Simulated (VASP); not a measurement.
# PbS (Cmcm) in VASP: notebook

Aim: see how the results for PbS move with the level of theory and the settings. Levels: BLYP+D3(BJ), LDA. Tasks: single point.

All numbers are computed with VASP 6.6.1; they aren't measurements. Logs are shortened: lines on timing, memory, paths and dates and some standing lists are left out, and cuts for length are marked.

### Step 1. The cell of the first run

It takes space group Cmcm (No. 63, orthorhombic). Conventional cell: a = 4.104 Å, b = 11.821 Å, c = 4.221 Å, α = 90.00°, β = 90.00°, γ = 90.00°. Pb (site symmetry m2m) has 5 S at 2.65 to 2.95 Å within 3.5 Å. S (site symmetry m2m) has 5 Pb at 2.65 to 2.95 Å within 3.5 Å.

### Step 2. Single point, BLYP+D3(BJ)

The input, INCAR:

```
SYSTEM = PbS
AGGAC = 1.0 ; AGGAX = 1.0
ALDAC = 0.0 ; ALDAX = 1.0
ALGO = Normal ; EDIFF = 1E-7
ENCUT = 520 ; GGA = B5
ISIF = 2 ; ISMEAR = -1
IVDW = 12 ; LASPH = .TRUE.
LCHARG = .FALSE. ; LREAL = .FALSE.
LWAVE = .FALSE. ; NBANDS = 28
NELM = 80 ; PREC = Accurate
SIGMA = 0.05 ; VDW_A1 = 0.4298
VDW_A2 = 4.2359 ; VDW_S6 = 1.0
VDW_S8 = 2.6996
```

The input, KPOINTS:

```
k-points
0
G
  7 7 6
  0 0 0
```

The input, POSCAR:

```
PbS
1.0
    2.0518417802     -5.9103234677      0.0000000000
    2.0518417802      5.9103234677      0.0000000000
    0.0000000000      0.0000000000      4.2214851889
Pb S
2 2
Direct
    0.1305633500      0.8694366500      0.2500000000
    0.8694366500      0.1305633500      0.7500000000
    0.3547970900      0.6452029100      0.2500000000
    0.6452029100      0.3547970900      0.7500000000
```

Potentials or basis: VASP PAW PBE potentials, release 64 (Pb_d, S).

Command:

```bash
> cat potpaw_PBE.64/Pb_d/POTCAR potpaw_PBE.64/S/POTCAR > POTCAR
> mpirun -np 1 vasp_std > vasp.out
```

OUTCAR:

```text
SYSTEM = PbS
   EDIFF = 1E-7
   ENCUT = 520
   GGA = B5
   ISIF = 2
   ISMEAR = -1
   IVDW = 12
   LASPH = .TRUE.
   LREAL = .FALSE.
   NELM = 80
   PREC = Accurate
 IVDW          = 12

 ion  position               nearest neighbor table
   1  0.131  0.869  0.250-   3 2.65   4 2.95   4 2.95   4 2.95   4 2.95   2 3.74   2 3.74   2 4.08
                             2 4.08   2 4.08   2 4.08
   2  0.869  0.131  0.750-   4 2.65   3 2.95   3 2.95   3 2.95   3 2.95   1 3.74   1 3.74   1 4.08
                             1 4.08   1 4.08   1 4.08
   3  0.355  0.645  0.250-   1 2.65   2 2.95   2 2.95   2 2.95   2 2.95
   4  0.645  0.355  0.750-   2 2.65   1 2.95   1 2.95   1 2.95   1 2.95

  LATTYP: Found a base centered orthorhombic cell.
 ALAT       =     4.1036835604
 B/A-ratio  =     2.8804966956
 C/A-ratio  =     1.0287063139

  Lattice vectors:

 A1 = (   2.0518417802,  -5.9103234677,   0.0000000000)
 A2 = (   2.0518417802,   5.9103234677,   0.0000000000)
 A3 = (   0.0000000000,   0.0000000000,   4.2214851889)

Analysis of symmetry for initial positions (statically):
=====================================================================
 Subroutine PRICEL returns:
 Original cell was already a primitive cell.

 Routine SETGRP: Setting up the symmetry group for a
 base centered orthorhombic supercell.

 Subroutine GETGRP returns: Found  8 space group operations
 (whereof  4 operations were pure point group operations)
 out of a pool of  8 trial point group operations.

The static configuration has the point symmetry C_2h.
 The point group associated with its full space group is D_2h.

Analysis of symmetry for dynamics (positions and initial velocities):
=====================================================================
 Subroutine PRICEL returns:
 Original cell was already a primitive cell.

 Routine SETGRP: Setting up the symmetry group for a
 base centered orthorhombic supercell.

 Subroutine GETGRP returns: Found  8 space group operations
 (whereof  4 operations were pure point group operations)
 out of a pool of  8 trial point group operations.

The dynamic configuration has the point symmetry C_2h.
 The point group associated with its full space group is D_2h.

 Subroutine INISYM returns: Found  8 space group operations
 (whereof  4 operations are pure point group operations),
 and found     1 'primitive' translations

----------------------------------------------------------------------------------------

                                     Primitive cell

  volume of cell :     102.3883

  direct lattice vectors                    reciprocal lattice vectors
     2.051841780 -5.910323468  0.000000000     0.243683507 -0.084597739  0.000000000
     2.051841780  5.910323468  0.000000000     0.243683507  0.084597739  0.000000000
     0.000000000  0.000000000  4.221485189     0.000000000  0.000000000  0.236883456

  length of vectors
     6.256355024  6.256355024  4.221485189     0.257950439  0.257950439  0.236883456

  position of ions in fractional coordinates (direct lattice)
     0.130563350  0.869436650  0.250000000
     0.869436650  0.130563350  0.750000000
     0.354797090  0.645202910  0.250000000
     0.645202910  0.354797090  0.750000000

  ion indices of the primitive-cell ions
   primitive index   ion index
                 1           1
                 2           2
                 3           3
                 4           4

----------------------------------------------------------------------------------------

 KPOINTS: k-points

Automatic generation of k-mesh.
 Grid dimensions read from file:
 generate k-points for:    7    7    6

 Generating k-lattice:

  Cartesian coordinates                     Fractional coordinates (reciprocal lattice)
     0.034811930 -0.012085391  0.000000000     0.142857143 -0.000000000  0.000000000
     0.034811930  0.012085391  0.000000000    -0.000000000  0.142857143  0.000000000
     0.000000000  0.000000000  0.039480576     0.000000000  0.000000000  0.166666667

  Length of vectors
     0.036850063  0.036850063  0.039480576

  Shift w.r.t. Gamma in fractional coordinates (k-lattice)
     0.000000000  0.000000000  0.000000000

 Subroutine IBZKPT returns following result:
 ===========================================

 Found     64 irreducible k-points:

 Following reciprocal coordinates:
            Coordinates               Weight
  0.000000  0.000000  0.000000      1.000000
  0.142857  0.000000  0.000000      4.000000
  0.285714  0.000000  0.000000      4.000000
  0.428571  0.000000  0.000000      4.000000
  0.142857  0.142857  0.000000      2.000000
  0.285714  0.142857  0.000000      4.000000
[... 16 lines left out ...]
  0.428571  0.142857  0.166667      8.000000
 -0.428571  0.142857  0.166667      8.000000
 [... further k-points ...]
   k-points           NKPTS =     64   k-points in BZ     NKDIM =     64   number of bands    NBANDS=     28
   number of dos      NEDOS =    301   number of ions     NIONS =      4
   total plane-waves  NPLWV =  73728
   dimension x,y,z NGX =    48 NGY =   48 NGZ =   32
   dimension x,y,z NGXF=    96 NGYF=   96 NGZF=   64
   ions per type =               2   2
   NGX,Y,Z   is equivalent  to a cutoff of  12.75, 12.75, 12.60 a.u.
   NGXF,Y,Z  is equivalent  to a cutoff of  25.51, 25.51, 25.20 a.u.
 SYSTEM =  PbS
   PREC   = accura    normal or accurate (medium, high low for compatibility)
   ISTART =      0    job   : 0-new  1-cont  2-samecut
   ICHARG =      2    charge: 1-file 2-atom 10-const
   ISPIN  =      1    spin polarized calculation?
   LNONCOLLINEAR =      F non collinear calculations
   LSORBIT =      F    spin-orbit coupling
   LASPH  =      T    aspherical Exc in radial PAW
   ENCUT  =  520.0 eV  38.22 Ry    6.18 a.u.  11.63 11.63  7.85*2*pi/ulx,y,z
   NELM   =     80;   NELMIN=  2; NELMDL= -5     # of ELM steps
   EDIFF  = 0.1E-06   stopping-criterion for ELM
   LREAL  =      F    real-space projection
   EDIFFG = 0.1E-05   stopping-criterion for IOM
   NSW    =      0    number of steps for IOM
   IBRION =     -1    ionic relax: 0-MD 1-quasi-New 2-CG
   NFREE  =      0    steps in history (QN), initial steepest desc. (CG)
   ISIF   =      2    stress and relaxation
   ISYM   =      2    0-nonsym 1-usesym 2-fastsym
   POTIM  = 0.5000    time-step for ionic-motion
   TEBEG  =    0.0;   TEEND  =   0.0 temperature during run
   PSTRESS=    0.0 pullay stress
   NELECT =      40.0000    total number of electrons
   NUPDOWN=      -1.0000    fix difference up-down
   EMIN   =  10.00;   EMAX   =-10.00  energy-range for DOS
   EFERMI =   0.00;   METHOD = LEGACY
   ISMEAR =    -1;   SIGMA  =   0.05  broadening in eV -4-tet -1-fermi 0-gaus
   EFERMI_NEDOS =   21; number of points for ismear=-14 and -15
   IALGO  =     38    algorithm
   IMIX   =      4    mixing-type and parameters
     AMIX     =   0.40;   BMIX     =  1.00
     AMIX_MAG =   1.60;   BMIX_MAG =  1.00
  volume/ion in A,a.u.               =      25.60       172.74
  Fermi-wavevector in a.u.,A,eV,Ry     =   1.196772  2.261571 19.487119  1.432263
  Thomas-Fermi vector in A             =   2.332704
   LORBIT       =      0    0 simple, 1 ext, 2 COOP (PROOUT), +10 PAW based schemes
   GGA     = B5    functional components
   LHFCALC =     F    Hartree Fock is set to
   AEXX    =    0.0000 exact exchange contribution
   IVDW    =    12    specifies the selected vdW correction
   LEPSILON=     F    determine dielectric tensor
   LRPA    =     F    only Hartree local field effects (RPA)
 non-spin polarized calculation
  energy-cutoff  :      520.00
  volume of cell :      102.39
 maximum number of plane-waves:      2786
   NGX = 23   NGY = 23   NGZ = 15

 number of electron      39.9999999 magnetization

 Free energy of the ion-electron system (eV)
  ---------------------------------------------------
  ext. energy  EPLUGINS =         0.00000000
  ---------------------------------------------------
  free energy    TOTEN  =       -15.02279772 eV

  energy without entropy =      -15.02279753  energy(sigma->0) =      -15.02279763

 E-fermi :   6.4228     XC(G=0):  -9.2087

 val. band max:        5.7768205356   @ k =  -0.4286   0.4286   0.3333
 cond. band min:       7.0012846632   @ k =   0.4286   0.4286   0.0000
 fundamental gap:      1.2244641276
 Fermi energy:         6.4228206567

 k-point     1 :       0.0000    0.0000    0.0000
  band No.  band energies     occupation
      1     -10.6277      2.00000
      2     -10.5015      2.00000
      3     -10.4890      2.00000
      4     -10.4874      2.00000
      5     -10.4497      2.00000
      6     -10.4461      2.00000
[... 20 lines left out ...]
     27      12.0340      0.00000
     28      13.0076      0.00000

 k-point     2 :       0.1429    0.0000    0.0000
  band No.  band energies     occupation
      1     -10.6129      2.00000
      2     -10.4955      2.00000
      3     -10.4859      2.00000
      4     -10.4770      2.00000
      5     -10.4537      2.00000
      6     -10.4519      2.00000
[... 20 lines left out ...]
     27      12.3286      0.00000
     28      13.3946      0.00000

 k-point     3 :       0.2857    0.0000    0.0000
  band No.  band energies     occupation
      1     -10.5768      2.00000
      2     -10.4888      2.00000
      3     -10.4861      2.00000
      4     -10.4709      2.00000
      5     -10.4565      2.00000
      6     -10.4532      2.00000
[... 20 lines left out ...]
     27      13.4368      0.00000
     28      14.0550      0.00000

 k-point     4 :       0.4286    0.0000    0.0000
  band No.  band energies     occupation
      1     -10.5367      2.00000
      2     -10.5031      2.00000
      3     -10.4898      2.00000
      4     -10.4855      2.00000
      5     -10.4553      2.00000
      6     -10.4490      2.00000
[... 578 lines left out ...]
     27      12.8997      0.00000
     28      14.1430      0.00000

 k-point    23 :       0.4286    0.1429    0.1667
  band No.  band energies     occupation
      1     -10.5549      2.00000
      2     -10.5344      2.00000
      3     -10.4928      2.00000
      4     -10.4688      2.00000
      5     -10.4550      2.00000
      6     -10.4444      2.00000
[... 20 lines left out ...]
     27      13.2924      0.00000
     28      14.0988      0.00000

 k-point    24 :      -0.4286    0.1429    0.1667
  band No.  band energies     occupation
      1     -10.5753      2.00000
      2     -10.5083      2.00000
      3     -10.4873      2.00000
      4     -10.4671      2.00000
      5     -10.4587      2.00000
      6     -10.4459      2.00000
[... 20 lines left out ...]
     27      13.5251      0.00000
     28      14.2937      0.00000

 [... further k-points ...]

------------------------ aborting loop because EDIFF is reached ----------------------------------------

 Edisp (eV)   -3.30303

 E8    (eV) :    -2.4674

  FORCE on cell =-STRESS in cart. coord.  units (eV):
  Direction    XX          YY          ZZ          XY          YZ          ZX
  --------------------------------------------------------------------------------------
  -------------------------------------------------------------------------------------
  Total       1.45244     1.62899     1.47591     0.00000     0.00000     0.00000
  in kB      22.72786    25.49059    23.09505     0.00000     0.00000     0.00000
  external pressure =       23.77 kB  Pullay stress =        0.00 kB

 VOLUME and BASIS-vectors are now :
 -----------------------------------------------------------------------------
  energy-cutoff  :      520.00
  volume of cell :      102.39
      direct lattice vectors                 reciprocal lattice vectors
     2.051841780 -5.910323468  0.000000000     0.243683507 -0.084597739  0.000000000
     2.051841780  5.910323468  0.000000000     0.243683507  0.084597739  0.000000000
     0.000000000  0.000000000  4.221485189     0.000000000  0.000000000  0.236883456

 POSITION                                       TOTAL-FORCE (eV/Angst)
 -----------------------------------------------------------------------------------
      2.05184      4.36698      1.05537         0.000000      0.540168     -0.000000
      2.05184     -4.36698      3.16611         0.000000     -0.540168     -0.000000
      2.05184      1.71639      1.05537         0.000000     -0.363320      0.000000
      2.05184     -1.71639      3.16611         0.000000      0.363320      0.000000
 -----------------------------------------------------------------------------------
    total drift:                               -0.000000     -0.000000      0.000000

  FREE ENERGIE OF THE ION-ELECTRON SYSTEM (eV)
  ---------------------------------------------------
  free  energy   TOTEN  =       -18.3258276571 eV

  energy  without entropy=      -18.3258274650  energy(sigma->0) =      -18.32582756
```

Wall time 2.5 min (1 thread of AMD EPYC 9R45 (Zen 5), shared host); peak memory 0.31 GiB.

What came out:

| Item | Value |
| --- | --- |
| Free energy | -18.3258 eV |
| Pressure | 2.4 GPa |
| Largest force | 0.540 eV/Å |
| Band gap on the k mesh | 1.22 eV, indirect (least direct gap 1.51 eV) |
| Dispersion energy per atom | -0.826 eV |

Forces in eV/Å, atoms in the order of the input:
```
Pb   0.000  0.540  0.000
Pb   0.000 -0.540  0.000
S    0.000 -0.363  0.000
S    0.000  0.363  0.000
```

Levels at points of the mesh, in eV from the valence-band top:
```tsv
k point	band 16	band 17	band 18	band 19	band 20	band 21	band 22	band 23	band 24	band 25
(0.00, 0.00, 0.00)	-3.05	-2.48	-1.73	-1.55	-0.50	4.86	4.95	4.99	5.74	5.96
(0.00, 0.00, 0.50)	-2.81	-1.15	-1.15	-0.04	-0.04	1.93	1.93	2.82	2.82	5.17
```

Caveat: the PAW data sets were made with another functional, which shifts forces and pressure a little; spin-orbit coupling is left out, which moves the levels of the heavy elements.

### Step 3. Single point, LDA

This run uses another cell than the first one, of 26.13 Å³/atom, 1.021 times its volume.

The input, INCAR:

```
SYSTEM = PbS
ALGO = Normal
EDIFF = 1E-6
ENCUT = 520
GGA = CA
ISIF = 2
ISMEAR = -1
LASPH = .TRUE.
LCHARG = .FALSE.
LREAL = .FALSE.
LWAVE = .FALSE.
NBANDS = 28
NELM = 80
PREC = Accurate
SIGMA = 0.05
```

KPOINTS is that of step 2.

The input, POSCAR:

```
PbS
1.0
    2.0659928603     -5.9510856073      0.0000000000
    2.0659928603      5.9510856073      0.0000000000
    0.0000000000      0.0000000000      4.2505997999
Pb S
2 2
Direct
    0.1305633500      0.8694366500      0.2500000000
    0.8694366500      0.1305633500      0.7500000000
    0.3547970900      0.6452029100      0.2500000000
    0.6452029100      0.3547970900      0.7500000000
```

Potentials or basis: VASP PAW LDA potentials, release 64 (Pb_d, S).

Command:

```bash
> cat potpaw_LDA.64/Pb_d/POTCAR potpaw_LDA.64/S/POTCAR > POTCAR
> mpirun -np 1 vasp_std > vasp.out
```

Run time: 2 min. Hardware: 1 thread of AMD EPYC 9R45 (Zen 5), shared host; peak memory 0.28 GiB.

The run converged. Its results:

- Free energy: -19.8155 eV
- Pressure: -2.5 GPa
- Largest force: 0.026 eV/Å
- Band gap on the k mesh: 1.06 eV, indirect (least direct gap 1.29 eV)

Forces in eV/Å, atoms in the order of the input:
```
Pb   0.000  0.022  0.000
Pb   0.000 -0.022  0.000
S    0.000 -0.026  0.000
S    0.000  0.026  0.000
```

Stress tensor (GPa, compression positive):
```
-2.55  0.00  0.00
 0.00 -2.08  0.00
 0.00  0.00 -2.83
```

Levels at points of the mesh, in eV from the valence-band top:
```csv
k point,band 16,band 17,band 18,band 19,band 20,band 21,band 22,band 23,band 24,band 25
"(0.00, 0.00, 0.00)",-3.02,-2.43,-1.68,-1.49,-0.46,4.60,4.66,4.85,5.59,5.81
"(0.00, 0.00, 0.50)",-2.81,-1.10,-1.10,-0.06,-0.06,1.73,1.73,2.70,2.70,5.01
```

Caveat: spin-orbit coupling is left out, which moves the levels of the heavy elements. A k mesh can miss the band edges.
